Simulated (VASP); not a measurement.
# Co (Fm-3m) in VASP: further runs

Co is run at these levels: PBE+U; tasks: single point.

All numbers are computed with VASP 6.6.1; they aren't measurements. Logs are shortened: lines on timing, memory, paths and dates and some standing lists are left out, and cuts for length are marked.

## (1) The cell of the first run

It takes space group Fm-3m (No. 225, cubic). Conventional cell: a = 3.589 Å, b = 3.589 Å, c = 3.589 Å, α = 90.00°, β = 90.00°, γ = 90.00°. Co (site symmetry m-3m) has 12 Co at 2.54 Å within 3.3 Å.

This isn't the form of Co at room conditions, which is hcp.

## (2) Single point, PBE+U, collinear spin, antiferromagnetic start

File INCAR:

```
PREC = Accurate
ENCUT = 520
EDIFF = 1E-6
ISMEAR = -1
SIGMA = 0.05
LREAL = False
LASPH = True
NELM = 150
ALGO = Normal
ISIF = 2
LWAVE = False
LCHARG = True
ISPIN = 2
MAGMOM = 3 -3
LORBIT = 11
LMAXMIX = 4
LDAU = True
LDAUTYPE = 2
LDAUL = 2
LDAUU = 2.7
LDAUJ = 0
LDAUPRINT = 1
GGA = PE
LELF = True
LVHAR = True
NBANDS = 20
```

File KPOINTS:

```
regular mesh
0
Gamma
  6 12 12
```

File POSCAR:

```
Co
1.0
    0.0000000000      3.5890000000      3.5890000000
    1.7945000000      0.0000000000      1.7945000000
    1.7945000000      1.7945000000      0.0000000000
Co
2
Direct
    0.0000000000      0.0000000000      0.0000000000
    0.5000000000      0.0000000000      0.0000000000
```

Potentials or basis: VASP PAW PBE potentials, release 64 (Co).

Run with:

```bash
$ cat potpaw_PBE.64/Co/POTCAR > POTCAR
$ mpirun -np 1 vasp_std > vasp.out
```

OUTCAR:

```text
PREC = Accurate
   ENCUT = 520
   EDIFF = 1E-6
   ISMEAR = -1
   LREAL = False
   LASPH = True
   NELM = 150
   ISIF = 2
   ISPIN = 2
   LORBIT = 11
   GGA = PE

 ion  position               nearest neighbor table
   1  0.000  0.000  0.000-   2 2.54   2 2.54   2 2.54   2 2.54   2 2.54   2 2.54
   2  0.500  0.000  0.000-   1 2.54   1 2.54   1 2.54   1 2.54   1 2.54   1 2.54

  LATTYP: Found a trigonal (rhomboedric) cell.
 ALAT       =     4.3956093434
 COS(alpha) =     0.8333333333

  Lattice vectors:

 A1 = (   1.7945000000,  -1.7945000000,  -3.5890000000)
 A2 = (   3.5890000000,  -1.7945000000,  -1.7945000000)
 A3 = (   1.7945000000,  -3.5890000000,  -1.7945000000)

Analysis of symmetry for initial positions (statically):
=====================================================================
 Subroutine PRICEL returns following result:

  LATTYP: Found a face centered cubic cell.
 ALAT       =     3.5890000000
[... 12 lines left out ...]
 Subroutine GETGRP returns: Found 12 space group operations
 (whereof 12 operations were pure point group operations)
 out of a pool of 12 trial point group operations.

The static configuration has the point symmetry D_3d.

Analysis of symmetry for dynamics (positions and initial velocities):
=====================================================================
 Subroutine PRICEL returns following result:

  LATTYP: Found a face centered cubic cell.
 ALAT       =     3.5890000000
[... 12 lines left out ...]
 Subroutine GETGRP returns: Found 12 space group operations
 (whereof 12 operations were pure point group operations)
 out of a pool of 12 trial point group operations.

The dynamic configuration has the point symmetry D_3d.

Analysis of structural, dynamic, and magnetic symmetry:
=====================================================================
 Subroutine PRICEL returns following result:

  LATTYP: Found a face centered cubic cell.
[... 234 lines left out ...]
  o =  0.2803  v = -0.4337 -0.1298 -0.8166  0.3040 -0.1893  0.0000  0.0000  0.0000  0.0000  0.0000      0.0000  0.0000  0.0000  0.0000  0.0000  0.0000  0.0000  0.0000  0.0000  0.0000
  o =  0.6111  v =  0.1510  0.6536 -0.1203  0.5026  0.5319  0.0000  0.0000  0.0000  0.0000  0.0000      0.0000  0.0000  0.0000  0.0000  0.0000  0.0000  0.0000  0.0000  0.0000  0.0000
  o =  0.6111  v = -0.6676 -0.2030  0.5319  0.4645  0.1203  0.0000  0.0000  0.0000  0.0000  0.0000      0.0000  0.0000  0.0000  0.0000  0.0000  0.0000  0.0000  0.0000  0.0000  0.0000
  o =  0.8770  v =  0.5774 -0.5774 -0.0000  0.5774  0.0000  0.0000  0.0000  0.0000  0.0000  0.0000      0.0000  0.0000  0.0000  0.0000  0.0000  0.0000  0.0000  0.0000  0.0000  0.0000
  o =  0.8848  v =  0.0000  0.0000  0.0000  0.0000  0.0000 -0.5774  0.5774  0.0000 -0.5774  0.0000      0.0000  0.0000  0.0000  0.0000  0.0000  0.0000  0.0000  0.0000  0.0000  0.0000
  o =  0.9246  v =  0.0000  0.0000  0.0000  0.0000  0.0000  0.7142  0.0706  0.2413 -0.6436  0.1118      0.0000  0.0000  0.0000  0.0000  0.0000  0.0000  0.0000  0.0000  0.0000  0.0000
  o =  0.9246  v =  0.0000  0.0000  0.0000  0.0000  0.0000 -0.3309 -0.7839 -0.1118 -0.4531  0.2413      0.0000  0.0000  0.0000  0.0000  0.0000  0.0000  0.0000  0.0000  0.0000  0.0000
  o =  0.9326  v =  0.0000  0.0000  0.0000  0.0000  0.0000  0.2170  0.1000 -0.9630 -0.1170 -0.0435      0.0000  0.0000  0.0000  0.0000  0.0000  0.0000  0.0000  0.0000  0.0000  0.0000
  o =  0.9326  v =  0.0000  0.0000  0.0000  0.0000  0.0000 -0.0098 -0.1928  0.0435 -0.1830 -0.9630      0.0000  0.0000  0.0000  0.0000  0.0000  0.0000  0.0000  0.0000  0.0000  0.0000

 number of electron      18.0000012 magnetization      -0.0000000

 Free energy of the ion-electron system (eV)
  ---------------------------------------------------
  ext. energy  EPLUGINS =         0.00000000
  ---------------------------------------------------
  free energy    TOTEN  =        -9.35398507 eV

  energy without entropy =       -9.33847172  energy(sigma->0) =       -9.34622840

 E-fermi :   9.4560     XC(G=0): -13.0111

 val. band max:        9.4480249163   @ k =   0.1667   0.2500   0.0833
 cond. band min:       9.4680965508   @ k =   0.1667  -0.4167   0.2500
 fundamental gap:      0.0200716345
 Fermi energy:         9.4560078321

 spin component 1

 k-point     1 :       0.0000    0.0000    0.0000
  band No.  band energies     occupation
      1       0.8571      1.00000
      2       4.2997      1.00000
      3       6.0178      1.00000
      4       6.0178      1.00000
      5       6.3744      1.00000
      6       6.3744      1.00000
[... 1097 lines left out ...]
     19      31.1134      0.00000
     20      34.1929      0.00000

 [... further k-points ...]

------------------------ aborting loop because EDIFF is reached ----------------------------------------

  FORCE on cell =-STRESS in cart. coord.  units (eV):
  Direction    XX          YY          ZZ          XY          YZ          ZX
  --------------------------------------------------------------------------------------
  -------------------------------------------------------------------------------------
  Total       -0.0927548     -0.0927548     -0.0927548     -1.4513144      1.4513144     -1.4513144
  in kB       -6.4291959     -6.4291959     -6.4291959   -100.5962339    100.5962339   -100.5962339
  external PRESSURE =      -6.4291959 kB  Pullay stress =       0.0000000 kB

 VOLUME and BASIS-vectors are now :
 -----------------------------------------------------------------------------
  energy-cutoff  :      520.00
  volume of cell :       23.11
      direct lattice vectors                 reciprocal lattice vectors
     0.000000000  3.589000000  3.589000000    -0.139314572  0.139314572  0.139314572
     1.794500000  0.000000000  1.794500000     0.278629145 -0.278629145  0.278629145
     1.794500000  1.794500000  0.000000000     0.278629145  0.278629145 -0.278629145

 POSITION                                       TOTAL-FORCE (eV/Angst)
 -----------------------------------------------------------------------------------
      0.00000      0.00000      0.00000        -0.000000     -0.000000     -0.000000
      0.00000      1.79450      1.79450         0.000000      0.000000      0.000000
 -----------------------------------------------------------------------------------
    total drift:                               -0.000000     -0.000000     -0.000000

  FREE ENERGIE OF THE ION-ELECTRON SYSTEM (eV)
  ---------------------------------------------------
  free  energy   TOTEN  =        -9.3539850708 eV

  energy  without entropy=       -9.3384717243  energy(sigma->0) =       -9.34622840

 total charge

# of ion       s       p       d       tot
------------------------------------------
    1        0.470   0.484   7.233   8.187
    2        0.470   0.484   7.233   8.187
--------------------------------------------------
tot          0.940   0.968  14.466  16.375

 magnetization (x)

# of ion       s       p       d       tot
------------------------------------------
    1        0.002   0.008   1.940   1.950
    2       -0.002  -0.008  -1.940  -1.950
--------------------------------------------------
tot          0.000   0.000   0.000   0.000
```

OSZICAR:

```text
N       E                     dE             d eps       ncg     rms          rms(c)
DAV:   1     0.936971421949E+02    0.93697E+02   -0.77280E+03  8276   0.117E+03
DAV:   2    -0.549584336238E+01   -0.99193E+02   -0.89906E+02  8032   0.218E+02
DAV:   3    -0.107590203529E+02   -0.52632E+01   -0.51009E+01  8776   0.619E+01
DAV:   4    -0.108446691888E+02   -0.85649E-01   -0.85569E-01  9576   0.690E+00
DAV:   5    -0.108472413136E+02   -0.25721E-02   -0.25719E-02  9224   0.112E+00    0.147E+01
DAV:   6    -0.951274446957E+01    0.13345E+01   -0.94466E+00  8704   0.574E+01    0.775E+00
DAV:   7    -0.923107293153E+01    0.28167E+00   -0.15833E+00  8844   0.223E+01    0.398E+00
DAV:   8    -0.930412164636E+01   -0.73049E-01   -0.10095E-01  9864   0.349E+00    0.192E+00
DAV:   9    -0.933765968147E+01   -0.33538E-01   -0.37382E-02 11540   0.273E+00    0.739E-01
DAV:  10    -0.935202505353E+01   -0.14365E-01   -0.90843E-03  9024   0.159E+00    0.208E-01
DAV:  11    -0.935338414211E+01   -0.13591E-02   -0.17861E-03 10160   0.494E-01    0.125E-01
DAV:  12    -0.935388607354E+01   -0.50193E-03   -0.51206E-04 10264   0.277E-01    0.741E-02
DAV:  13    -0.935396817897E+01   -0.82105E-04   -0.13690E-04 10452   0.128E-01    0.167E-02
DAV:  14    -0.935397634082E+01   -0.81618E-05   -0.19714E-05 11540   0.368E-02    0.953E-03
DAV:  15    -0.935398186199E+01   -0.55212E-05   -0.16509E-05  7152   0.311E-02    0.497E-03
DAV:  16    -0.935398378089E+01   -0.19189E-05   -0.59390E-06  6216   0.155E-02    0.280E-03
DAV:  17    -0.935398496659E+01   -0.11857E-05   -0.49810E-06  5312   0.128E-02    0.156E-03
DAV:  18    -0.935398507081E+01   -0.10422E-06   -0.86170E-07  5204   0.620E-03
   1 F= -.93539851E+01 E0= -.93462284E+01  d E =-.155133E-01  mag=     0.0000
```

stdout:

```text
POSCAR found type information on POSCAR Co
 POSCAR found :  1 types and       2 ions
 scaLAPACK will be used
 LDA part: xc-table for (Slater+PW92), standard interpolation
 -----------------------------------------------------------------------------
|                                                                             |
|           W    W    AA    RRRRR   N    N  II  N    N   GGGG   !!!           |
|           W    W   A  A   R    R  NN   N  II  NN   N  G    G  !!!           |
|           W    W  A    A  R    R  N N  N  II  N N  N  G       !!!           |
|           W WW W  AAAAAA  RRRRR   N  N N  II  N  N N  G  GGG   !            |
|           WW  WW  A    A  R   R   N   NN  II  N   NN  G    G                |
|           W    W  A    A  R    R  N    N  II  N    N   GGGG   !!!           |
|                                                                             |
|     Your reciprocal lattice and k-lattice belong to different lattice       |
|     classes:                                                                |
|                                                                             |
|        The reciprocal lattice is rhombohedral (trigonal),                   |
|        whereas your k-lattice is body-centered cubic.                       |
|                                                                             |
|     Results are often still useful ...                                      |
|                                                                             |
 -----------------------------------------------------------------------------

 POSCAR, INCAR and KPOINTS ok, starting setup
 FFT: planning ... GRIDC
 FFT: planning ... GRID_SOFT
 FFT: planning ... GRID
 WAVECAR not read
 entering main loop
```

Wall time 44 s (1 thread of Intel Xeon 6975P-C (Granite Rapids), shared host); peak memory 0.2 GiB.

Results:

```yaml
Free_energy: -9.3540 eV
Pressure: -0.6 GPa
Band_gap_on_the_k_mesh: zero (filled and empty bands overlap)
Net_moment: 0.00 μB per cell
Site_moments: Co +1.95, -1.95 μB
Valence_electrons_inside_the_program's_atomic_spheres: Co 8.19
```

Levels at points of the mesh, in eV from the Fermi level:
Spin up:
```tsv
k point	band 5	band 6	band 7	band 8	band 9	band 10	band 11	band 12	band 13	band 14
(0.00, 0.00, 0.00)	-3.08	-3.08	-2.68	-0.67	-0.67	-0.27	1.62	1.62	5.74	20.97
(0.50, 0.00, 0.00)	-3.39	-2.93	-2.93	-2.56	-0.82	-0.82	1.48	1.48	13.84	13.86
(0.00, 0.50, 0.00)	-2.15	-1.75	-0.39	-0.22	0.06	1.07	1.38	2.46	5.99	9.34
(0.50, 0.50, 0.00)	-3.10	-2.36	-1.74	-1.31	0.97	1.13	1.89	2.91	7.97	9.00
```
Spin down:
```
           k point  band 6  band 7  band 8  band 9  band 10  band 11  band 12  band 13
(0.00, 0.00, 0.00)   -3.08   -2.68   -0.67   -0.67    -0.27     1.62     1.62     5.74
(0.50, 0.00, 0.00)   -2.93   -2.93   -2.56   -0.82    -0.82     1.48     1.48    13.84
(0.00, 0.50, 0.00)   -1.75   -0.39   -0.22    0.06     1.07     1.38     2.46     5.99
(0.50, 0.50, 0.00)   -2.36   -1.74   -1.31    0.97     1.13     1.89     2.91     7.97
```

Eigenvalues of the final occupation matrices:
| site | spin | trace | eigenvalues |
| --- | --- | --- | --- |
| site 1 d | 1 | 4.60 | 0.88 0.92 0.92 0.93 0.93 |
| site 1 d | 2 | 2.66 | 0.28 0.28 0.61 0.61 0.88 |
| site 2 d | 1 | 2.66 | 0.28 0.28 0.61 0.61 0.88 |
| site 2 d | 2 | 4.60 | 0.88 0.92 0.92 0.93 0.93 |

Caveat: the U is typed as a test and isn't derived for this compound. The state reached can hang on the start; a lower one may exist.

## (3) Single point, PBE+U, collinear spin, ferromagnetic start

File INCAR:

```
SYSTEM = Co
  PREC = Accurate
  ENCUT = 520
  EDIFF = 1E-6
  ISMEAR = -1
  SIGMA = 0.05
  LREAL = .FALSE.
  LASPH = .TRUE.
  NELM = 150
  ALGO = Normal
  ISIF = 2
  LWAVE = .FALSE.
  LCHARG = .FALSE.
  ISPIN = 2
  MAGMOM = 3 3
  LORBIT = 11
  LMAXMIX = 4
  LDAU = .TRUE.
  LDAUTYPE = 2
  LDAUL = 2
  LDAUU = 2.7
  LDAUJ = 0
  LDAUPRINT = 1
  GGA = PE
  NBANDS = 20
```

File KPOINTS:

```
regular mesh
0
G
  6 12 12
  0 0 0
```

POSCAR is that of step 2.

Potentials or basis: VASP PAW PBE potentials, release 64 (Co).

Run with:

```bash
$ cat potpaw_PBE.64/Co/POTCAR > POTCAR
$ mpirun -np 1 vasp_std > vasp.out
```

Wall time 34 s (1 thread of Intel Xeon 6975P-C (Granite Rapids), shared host); peak memory 0.19 GiB.

It converged, with:

```
Free energy                                           : -9.9281 eV
Pressure                                              : -5.9 GPa
Net moment                                            : 3.56 μB per cell
Site moments                                          : Co +1.84 μB
Valence electrons inside the program's atomic spheres : Co 8.20
```

Levels at points of the mesh, in eV from the Fermi level:
Spin up:
```csv
k point,band 9,band 10,band 11,band 12,band 13,band 14
"(0.00, 0.00, 0.00)",-2.99,-1.82,-1.82,-0.21,5.25,21.15
"(0.50, 0.00, 0.00)",-2.58,-2.58,-2.58,-2.58,13.62,13.62
"(0.00, 0.50, 0.00)",-1.41,-1.41,-0.21,2.45,5.25,8.35
"(0.50, 0.50, 0.00)",-1.71,-1.71,1.80,1.80,8.00,8.00
```
Spin down:
```csv
k point,band 4,band 5,band 6,band 7,band 8,band 9,band 10,band 11
"(0.00, 0.00, 0.00)",-1.52,-1.52,-0.89,-0.89,-0.35,1.56,1.56,1.64
"(0.50, 0.00, 0.00)",-1.99,-1.08,-1.08,-1.08,-1.08,1.41,1.41,1.41
"(0.00, 0.50, 0.00)",-0.89,-0.89,-0.35,0.73,0.73,1.64,1.64,2.39
"(0.50, 0.50, 0.00)",-2.32,-1.21,-1.21,-0.05,-0.05,1.85,1.85,3.28
```

Eigenvalues of the final occupation matrices:
| site | spin | trace | eigenvalues |
| --- | --- | --- | --- |
| site 1 d | 1 | 4.61 | 0.91 0.91 0.91 0.93 0.93 |
| site 1 d | 2 | 2.69 | 0.26 0.26 0.72 0.72 0.72 |
| site 2 d | 1 | 4.61 | 0.91 0.91 0.91 0.93 0.93 |
| site 2 d | 2 | 2.69 | 0.26 0.26 0.72 0.72 0.72 |

Caveat: the cell stands under tension; the U is typed as a test and isn't derived for this compound. The state reached can hang on the start; a lower one may exist.

## (4) Single point, PBE+U, collinear spin, ferromagnetic start

File INCAR:

```
PREC = Accurate
ENCUT = 520
EDIFF = 1E-6
ISMEAR = -1
SIGMA = 0.05
LREAL = False
LASPH = True
NELM = 150
ALGO = Normal
ISIF = 2
LWAVE = False
LCHARG = True
ISPIN = 2
MAGMOM = 3 3
LORBIT = 11
LMAXMIX = 4
LDAU = True
LDAUTYPE = 2
LDAUL = 2
LDAUU = 2.7
LDAUJ = 0
LDAUPRINT = 1
GGA = PE
LELF = True
LVHAR = True
ISYM = 0
NBANDS = 20
```

File KPOINTS:

```
regular mesh
0
Gamma
  6 12 12
```

POSCAR is that of step 3.

Run with:

```bash
$ cat potpaw_PBE.64/Co/POTCAR > POTCAR
$ mpirun -np 1 vasp_std > vasp.out
```

Run time: 2.6 min. Hardware: 1 thread of Intel Xeon 6975P-C (Granite Rapids), shared host; peak memory 0.37 GiB.

Results (log left out):

| Property | Result |
| --- | --- |
| Free energy | -9.9280 eV |
| Pressure | -5.8 GPa |
| Net moment | 3.56 μB per cell |
| Site moments | Co +1.84 μB |
| Valence electrons inside the program's atomic spheres | Co 8.20 |

Levels at points of the mesh, in eV from the Fermi level:
Spin up:
| k point | band 7 | band 8 | band 9 | band 10 | band 11 | band 12 | band 13 | band 14 | band 15 | band 16 |
| --- | --- | --- | --- | --- | --- | --- | --- | --- | --- | --- |
| (0.00, 0.00, 0.00) | -3.42 | -2.99 | -2.99 | -1.82 | -1.82 | -0.21 | 5.25 | 21.15 | 22.58 | 23.79 |
| (0.50, 0.00, 0.00) | -3.51 | -3.51 | -2.59 | -2.59 | -2.58 | -2.58 | 13.62 | 13.62 | 22.62 | 22.62 |
| (0.00, 0.50, 0.00) | -1.82 | -1.82 | -1.41 | -1.41 | -0.21 | 2.45 | 5.25 | 8.35 | 14.26 | 14.26 |
| (0.00, 0.00, 0.50) | -1.82 | -1.82 | -1.41 | -1.41 | -0.21 | 2.45 | 5.25 | 8.35 | 14.26 | 14.26 |
| (0.00, 0.50, 0.50) | -1.82 | -1.82 | -1.41 | -1.41 | -0.21 | 2.45 | 5.25 | 8.35 | 14.26 | 14.26 |
| (0.50, 0.50, 0.00) | -3.06 | -3.06 | -1.71 | -1.71 | 1.80 | 1.80 | 8.00 | 8.00 | 13.64 | 13.64 |
| (0.50, 0.00, 0.50) | -3.06 | -3.06 | -1.71 | -1.71 | 1.80 | 1.80 | 8.00 | 8.00 | 13.64 | 13.64 |
| (0.50, 0.50, 0.50) | -3.06 | -3.06 | -1.71 | -1.71 | 1.80 | 1.80 | 8.00 | 8.00 | 13.64 | 13.64 |
Spin down:
```
           k point  band 4  band 5  band 6  band 7  band 8  band 9  band 10  band 11
(0.00, 0.00, 0.00)   -1.52   -1.52   -0.89   -0.89   -0.35    1.56     1.56     1.64
(0.50, 0.00, 0.00)   -1.99   -1.08   -1.08   -1.08   -1.08    1.41     1.41     1.41
(0.00, 0.50, 0.00)   -0.89   -0.89   -0.35    0.73    0.73    1.64     1.64     2.39
(0.00, 0.00, 0.50)   -0.89   -0.89   -0.35    0.73    0.73    1.64     1.64     2.39
(0.00, 0.50, 0.50)   -0.89   -0.89   -0.35    0.73    0.73    1.64     1.64     2.39
(0.50, 0.50, 0.00)   -2.32   -1.21   -1.21   -0.05   -0.05    1.85     1.85     3.28
(0.50, 0.00, 0.50)   -2.32   -1.21   -1.21   -0.05   -0.05    1.85     1.85     3.28
(0.50, 0.50, 0.50)   -2.32   -1.21   -1.21   -0.05   -0.05    1.85     1.85     3.28
```

Eigenvalues of the final occupation matrices:
| site | spin | trace | eigenvalues |
| --- | --- | --- | --- |
| site 1 d | 1 | 4.61 | 0.91 0.91 0.91 0.93 0.93 |
| site 1 d | 2 | 2.69 | 0.26 0.26 0.72 0.72 0.72 |
| site 2 d | 1 | 4.61 | 0.91 0.91 0.91 0.93 0.93 |
| site 2 d | 2 | 2.69 | 0.26 0.26 0.72 0.72 0.72 |

Caveat: the cell stands under tension; the U is typed as a test and isn't derived for this compound.
